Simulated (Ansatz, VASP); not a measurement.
## One calculation of AlIn3As4, two programs

```xyz
8
Lattice="4.2857 0.0000 0.0000 0.0000 4.2857 0.0000 0.0000 0.0000 12.1589" Properties=species:S:1:pos:R:3 pbc="T T T"
Al    2.1428    2.1428    6.0795
In    0.0000    0.0000    9.0035
In    2.1428    2.1428    0.0000
In    0.0000    0.0000    3.1554
As    2.1428    0.0000    1.5779
As    0.0000    2.1428    4.7498
As    2.1428    0.0000    7.4092
As    0.0000    2.1428   10.5810
```

Alike in both runs: functional PBE; k mesh 10 × 10 × 4; occupations gaussian, width 0.1 eV; no spin polarisation.

Ansatz relaxed the structure, and its values are those at the end. VASP's run is a single point on that final structure, the one shown.

|  | VASP | Ansatz |
| --- | --- | --- |
| version | VASP 6.6.1 | Ansatz 0.2.0 |
| potentials or method | VASP PAW PBE potentials, release 64 (Al, In_d, As), cutoff 520 eV | scalar-relativistic, plane waves, PAW |
| valence electrons in the cell | 62 | 102 |

Ansatz gave:

| Item | Value |
| --- | --- |
| gap on the k mesh at the Fermi level (eV) | none |
| pressure (GPa) | 0.0 |
| rms of the force components (eV/Å) | 0.003 |

Q: Estimate VASP's values.

A: gap on the k mesh at the Fermi level (eV): none; pressure (GPa): 0.1; rms of the force components (eV/Å): 0.004.

A gap of «none» marks a metal or a gap that the smearing closes. VASP's potentials hold 62 valence electrons a cell and Ansatz's 102, so a difference there can come from the potentials and not from the codes.
